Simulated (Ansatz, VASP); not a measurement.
# LiF in VASP and in Ansatz

INCAR

```
PREC     = Accurate       # precision mode
ENCUT    = 520            # plane-wave cutoff, eV
EDIFF    = 1E-6           # SCF threshold, eV
ISMEAR   = 0              # smearing method
SIGMA    = 0.02           # smearing width, eV
LREAL    = F              # projectors in reciprocal space
LASPH    = T              # aspherical terms in the spheres
NELM     = 100            # most SCF steps
ALGO     = Normal         # electronic algorithm
ISIF     = 2              # what is computed and relaxed
LWAVE    = F              # write WAVECAR
LCHARG   = T              # write CHGCAR
GGA      = PE             # functional
LELF     = T              # ELF
LVHAR    = T            
NBANDS   = 12             # bands
```

Contents of KPOINTS:

```
Automatic mesh
0
Gamma
  10 10 10
```

POSCAR

```
LiF
1.0
    2.6807780782      0.0000000000      0.0000000000
    0.0000000000      2.6807780782      0.0000000000
    0.0000000000      0.0000000000      2.6807780782
Li F
1 1
Direct
    0.0000000000      0.0000000000      0.0000000000
    0.5000000000      0.5000000000      0.5000000000
```

Input for Ansatz:

```yaml
crystal:
  lattice:
    - [2.6807780782, 0.0, 0.0]
    - [0.0, 2.6807780782, 0.0]
    - [0.0, 0.0, 2.6807780782]
  atoms:
    - { symbol: Li, position: [0.0, 0.0, 0.0] }
    - { symbol: F, position: [0.5, 0.5, 0.5] }
basis:
  ecutwfc: 420
kpoints:
  mp_grid: { grid: [10, 10, 10] }
hamiltonian:
  xc: pbe
scf:
  occupations: { method: gaussian, width: 0.02 }
output:
  forces: true
  stress: true
  eigenvalues: true
```

Alike in both runs: task single point; functional PBE; k mesh 10 × 10 × 10; occupations gaussian, width 0.02 eV; no spin polarisation.

|  | VASP | Ansatz |
| --- | --- | --- |
| version | VASP 6.6.1 | Ansatz 0.2.0 |
| potentials or method | VASP PAW PBE potentials, release 64 (Li_sv, F), cutoff 520 eV | scalar-relativistic, plane waves, PAW |
| valence electrons in the cell | 10 | 10 |

Ansatz gave:

| Property | Result |
| --- | --- |
| gap on the k mesh at the Fermi level (eV) | 6.48 |
| least direct gap on the mesh (eV) | 7.02 |

Question: Which values does VASP return?

Answer: gap on the k mesh at the Fermi level (eV): 6.49; least direct gap on the mesh (eV): 7.03.

With one functional, cell and mesh, what is left measures potentials, basis and numerics.

Noted on VASP's run: the cutoff is under 1.25 times that of the potentials, so the pressure is a little rough.
